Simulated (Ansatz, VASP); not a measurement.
# Cl: VASP beside Ansatz

Contents of INCAR:

```
PREC = Accurate
ENCUT = 520
EDIFF = 1E-7
ISMEAR = -1
SIGMA = 0.1
LREAL = False
LASPH = True
NELM = 100
ALGO = Normal
ISIF = 2
LWAVE = False
LCHARG = False
GGA = PS
NBANDS = 14
```

KPOINTS

```
regular mesh
0
Gamma
  12 12 12
```

The input POSCAR:

```
Cl
1.0
    0.0000000000      2.5062159262      2.5062159262
    2.5062159262      0.0000000000      2.5062159262
    2.5062159262      2.5062159262      0.0000000000
Cl
2
Direct
   -0.1250000000     -0.1250000000     -0.1250000000
    0.1250000000      0.1250000000      0.1250000000
```

Input for Ansatz:

```yaml
crystal:
  lattice:
    - [0.0, 2.5062159262, 2.5062159262]
    - [2.5062159262, 0.0, 2.5062159262]
    - [2.5062159262, 2.5062159262, 0.0]
  atoms:
    - { symbol: Cl, position: [-0.125, -0.125, -0.125] }
    - { symbol: Cl, position: [0.125, 0.125, 0.125] }
kpoints:
  mp_grid: { grid: [12, 12, 12] }
scf:
  occupations: { method: fermi_dirac, width: 0.1 }
hamiltonian:
  xc: pbesol
  pseudopotentials: { kind: all_electron, lapw: { basis_error: 0.001 } }
output:
  forces: true
  stress: true
  eigenvalues: true
  populations: true
```

Change from the starting cell: volume scaled by 0.5, LAPW.

Alike in both runs: task single point; functional PBEsol; k mesh 12 × 12 × 12; occupations fermi-dirac, width 0.1 eV; no spin polarisation.

```csv
,VASP,Ansatz
version,VASP 6.6.1,Ansatz 0.2.0
potentials or method,"VASP PAW PBE potentials, release 64 (Cl), cutoff 520 eV","all-electron LAPW, scalar-relativistic"
```

```tsv
	VASP	Ansatz	Ansatz less VASP
pressure (GPa)	61.8	61.5	-0.27
```

VASP's potentials were made for PBE, not for PBEsol. Both programs put the cell under a high pressure, so it lies far from rest at this level. Ansatz ran all-electron here, and VASP with PAW potentials.

Noted on VASP's run: the cell as given lies far from equilibrium.
